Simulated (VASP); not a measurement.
KTaO3: single point with r2SCAN

The system is KTaO3.

```
CELL_PARAMETERS angstrom
3.88859 0.00000 0.00000
0.00000 3.98830 0.00000
0.00000 0.00000 3.98830
ATOMIC_POSITIONS crystal
K 0.50000 0.50000 0.50000
Ta 0.00000 0.00000 0.00000
O 0.50000 0.00000 0.00000
O 0.00000 0.50000 0.00000
O 0.00000 0.00000 0.50000
```

This cell differs from its parent crystal: strain -0.0250 x Voigt [1, 0, 0, 0, 0, 0].

| Quantity | Value |
| --- | --- |
| Program | VASP 6.6.1 |
| Task | single point |
| Functional | r2SCAN |
| Potentials or basis | VASP PAW PBE potentials, release 64 (K_sv, Ta_sv_GW, O) |
| Cutoff | 770 eV |
| k mesh | 6 × 6 × 6 |
| Occupations | gaussian, width 0.05 eV |
| Spin | no spin polarisation |

| Quantity | Value |
| --- | --- |
| Pressure | 6.5 GPa |
| Band gap on the k mesh | 2.63 eV (least direct gap 3.27 eV) |

Stress tensor (GPa, compression positive):
```
13.95  0.00  0.00
 0.00  2.72  0.00
 0.00  0.00  2.72
```

Levels at points of the mesh, in eV from the valence-band top:
| k point | band 17 | band 18 | band 19 | band 20 | band 21 | band 22 | band 23 | band 24 |
| --- | --- | --- | --- | --- | --- | --- | --- | --- |
| (0.00, 0.00, 0.00) | -1.05 | -0.66 | -0.66 | -0.64 | 2.63 | 2.67 | 2.67 | 7.24 |
| (0.50, 0.00, 0.00) | -2.14 | -1.58 | -0.87 | -0.87 | 2.82 | 5.84 | 5.84 | 7.28 |
| (0.00, 0.50, 0.00) | -2.29 | -1.63 | -0.95 | -0.88 | 2.82 | 5.49 | 5.49 | 7.54 |
| (0.50, 0.50, 0.00) | -1.69 | -1.43 | -1.41 | -0.08 | 5.54 | 5.87 | 7.10 | 8.31 |
| (0.00, 0.50, 0.50) | -1.71 | -1.71 | -1.69 | -0.05 | 5.52 | 5.52 | 6.84 | 8.96 |
| (0.50, 0.50, 0.50) | -3.86 | -0.04 | -0.04 | 0.00 | 7.00 | 7.25 | 7.25 | 9.59 |

Wall time 4.9 min on 1 thread of Intel(R) Xeon(R) Platinum 8375C CPU @ 2.90GHz (Ice Lake), on a shared host, peak memory 0.29 GiB.

Caveat: the cell differs from its parent crystal (strain -0.0250 x Voigt [1, 0, 0, 0, 0, 0]); the stress differs along the axes, from 3 to 14 GPa; the PAW data sets were made with another functional, which shifts forces and pressure a little; spin-orbit coupling is left out, which moves the levels of the heavy elements. A k mesh can miss the band edges.
